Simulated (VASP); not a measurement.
The system is Bi.

```xyz
2
Lattice="3.2598 0.0000 0.0000 0.0000 3.2430 0.0000 -0.0810 0.0000 6.4866" Properties=species:S:1:pos:R:3 pbc="T T T"
Bi    1.7134    0.0000    4.8622
Bi    1.4654    0.0000    1.6244
```

Base run:

| Property | Result |
| --- | --- |
| Program | VASP 6.6.1 |
| Functional | r2SCAN |
| Potentials or basis | VASP PAW PBE potentials, release 64 (Bi_d) |
| Cutoff | 520 eV |
| k mesh | 8 × 8 × 4 |
| Occupations | fermi-dirac, width 0.05 eV |
| Spin | no spin polarisation |

Its results: band gap on the k mesh zero (band 15 reaches 10.52 eV, above the bottom of band 16 at 3.96 eV); pressure 0.0 GPa; largest force 0.029 eV/Å.

Task: The run is repeated on the same cell with these changes: functional from r2SCAN to PBEsol; further incar settings from ALGO = Normal; EDIFF = 1e-07; NBANDS = 22 to ALGO = Fast; EDIFF = 1e-06; NBANDS = 22. What comes out?

Result: Band gap on the k mesh zero (band 15 reaches 10.25 eV, above the bottom of band 16 at 4.07 eV); pressure -1.5 GPa; largest force 0.015 eV/Å.

Caveats: the PAW data sets were made with another functional, which shifts forces and pressure a little; spin-orbit coupling is left out, which moves the levels of the heavy elements.
